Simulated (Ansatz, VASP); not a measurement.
**Nb: VASP beside Ansatz**

Contents of INCAR:

```
SYSTEM = Nb
ALGO = Fast
EDIFF = 1E-7
ENCUT = 520
ISIF = 2
ISMEAR = -1
LASPH = .TRUE.
LCHARG = .FALSE.
LREAL = .FALSE.
LWAVE = .FALSE.
NBANDS = 12
NELM = 80
PREC = Accurate
SIGMA = 0.05
```

The input KPOINTS:

```
k-points
0
G
  11 11 11
  0 0 0
```

The input POSCAR:

```
Nb
1.0
    0.0000000000      2.1290070307      2.1290070307
    2.1290070307      0.0000000000      2.1290070307
    2.1290070307      2.1290070307      0.0000000000
Nb
1
Direct
    0.0000000000      0.0000000000      0.0000000000
```

Contents of input.yaml:

```yaml
crystal:
  lattice:
    - [0.0, 2.1290070307, 2.1290070307]
    - [2.1290070307, 0.0, 2.1290070307]
    - [2.1290070307, 2.1290070307, 0.0]
  atoms:
    - { symbol: Nb, position: [0.0, 0.0, 0.0] }
kpoints:
  mp_grid: { grid: [11, 11, 11] }
scf:
  occupations: { method: fermi_dirac, width: 0.05 }
hamiltonian:
  xc: lda
  pseudopotentials: { kind: all_electron, lapw: { basis_error: 0.001 } }
output:
  forces: true
  stress: true
  eigenvalues: true
```

Change from the starting cell: volume scaled by 1.02.

Alike in both runs: task single point; functional LDA; k mesh 11 × 11 × 11; occupations fermi-dirac, width 0.05 eV; no spin polarisation.

|  | VASP | Ansatz |
| --- | --- | --- |
| version | VASP 6.6.1 | Ansatz 0.2.0 |
| potentials or method | VASP PAW LDA potentials, release 64 (Nb_sv), cutoff 520 eV | all-electron LAPW, scalar-relativistic |

Ansatz gave:

```
gap on the k mesh at the Fermi level (eV) : none
pressure (GPa)                            : -13.7
```

Task: What did VASP give for the same quantities?

Result: gap on the k mesh at the Fermi level (eV): none; pressure (GPa): -13.8.

LDA's correlation is that of Perdew and Zunger in VASP and of Perdew and Wang (1992) in Ansatz. A gap of «none» marks a metal or a gap that the smearing closes. Ansatz ran all-electron here, and VASP with PAW potentials.
